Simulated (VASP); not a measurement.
Write the native input for VASP 6.6.1 that does the following.

* Task: single point
* Functional: PBE
* Potentials or basis: VASP PAW PBE potentials, release 64 (Pb_d)
* Cutoff: 520 eV
* k mesh: 11 × 11 × 11
* Occupations: fermi-dirac, width 0.05 eV
* Spin: no spin polarisation
* Dipole correction: no
* Further INCAR settings: ALGO = Normal; EDIFF = 1e-06; NBANDS = 13

The structure of Pb lies in POSCAR:

```
Pb
1.0
    0.0000000000      2.5168957982      2.5168957982
    2.5168957982      0.0000000000      2.5168957982
    2.5168957982      2.5168957982      0.0000000000
Pb
1
Direct
    0.0000000000      0.0000000000      0.0000000000
```

The input as run:

INCAR

```
SYSTEM = Pb
PREC = Accurate
ENCUT = 520
EDIFF = 1E-6
ISMEAR = -1
SIGMA = 0.05
LREAL = .False.
LASPH = .True.
NELM = 60
ALGO = Normal
ISIF = 2
LWAVE = .False.
LCHARG = .False.
GGA = PE
NBANDS = 13
```

KPOINTS

```
Automatic mesh
0
Gamma
  11 11 11
  0 0 0
```

Potentials or basis: VASP PAW PBE potentials, release 64 (Pb_d).

Command:

```console
$ cat potpaw_PBE.64/Pb_d/POTCAR > POTCAR
$ mpirun -np 1 vasp_std > vasp.out
```

Results of the run:

```json
{"Pressure": "-0.1 GPa", "Band gap on the k mesh": "zero (band 7 reaches 13.76 eV, above the bottom of band 8 at 5.38 eV)"}
```

Caveat: spin-orbit coupling is left out, which moves the levels of the heavy elements.

It took 8.1 s on 1 thread of Intel(R) Xeon(R) 6975P-C (Granite Rapids), with other jobs on the host, peak memory 0.16 GiB.
